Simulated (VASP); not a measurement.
Set up this calculation in VASP 6.6.1, as the native input.

```yaml
Task: relaxation of cell and atoms
Functional: PBE
Potentials_or_basis: VASP PAW PBE potentials, release 64 (Ta_pv, N)
Cutoff: 600 eV
k_mesh: 18 × 18 × 14
Occupations: fermi-dirac, width 0.15 eV
Spin: no spin polarisation
Target_pressure: 12 GPa
Dipole_correction: no
Further_INCAR_settings: ALGO = Normal; EDIFF = 1e-06; IBRION = 2; EDIFFG = -0.001; NSW = 80; ISIF = 3
```

The structure of TaN lies in POSCAR:

```
TaN
1.0
    2.9504707845      0.0000000000      0.0000000000
   -1.4752353923      2.5551826525      0.0000000000
    0.0000000000      0.0000000000      2.8973536948
Ta N
1 1
Direct
    0.3333333333      0.6666666667      0.5000000000
    0.0000000000      0.0000000000      0.0000000000
```

These files were run (other wordings do the same):

INCAR

```
SYSTEM = TaN
PREC = Accurate
ENCUT = 600
EDIFF = 1E-6
ISMEAR = -1
SIGMA = 0.15
LREAL = .FALSE.
LASPH = .TRUE.
NELM = 100
ALGO = Normal
ISIF = 3
LWAVE = .FALSE.
LCHARG = .FALSE.
GGA = PE
IBRION = 2
NSW = 80
EDIFFG = -0.001
PSTRESS = 120.0
```

KPOINTS

```
regular mesh
0
G
  18 18 14
  0 0 0
```

Potentials or basis: VASP PAW PBE potentials, release 64 (Ta_pv, N).

The run is started by

```sh
$ cat potpaw_PBE.64/Ta_pv/POTCAR potpaw_PBE.64/N/POTCAR > POTCAR
$ mpirun -np 1 vasp_std > vasp.out
```

It gave:

```yaml
Relaxed_volume: 10.58 Å³/atom
Relaxed_cell: a = 2.918 Å, b = 2.918 Å, c = 2.871 Å, α = 90.00°, β = 90.00°, γ = 120.00°
Space_group_after_relaxing_to_0.1_Å: P-6m2 (No. 187)
Energy_change_on_relaxing_the_run_minimises_the_enthalpy: +12.9 meV/atom
Ionic_steps: 48
Pressure_after_relaxing: 12.0 GPa
Band_gap_on_the_k_mesh: zero (bands 8 and 9 overlap by 0.30 eV)
```

Caveat: the cell is relaxed towards a set pressure, so the run minimises the enthalpy, not the energy; spin-orbit coupling is left out, which moves the levels of the heavy elements.

Wall time 5.5 min on 1 thread of Intel(R) Xeon(R) Platinum 8559C (Emerald Rapids) (shared host), peak memory 0.25 GiB.
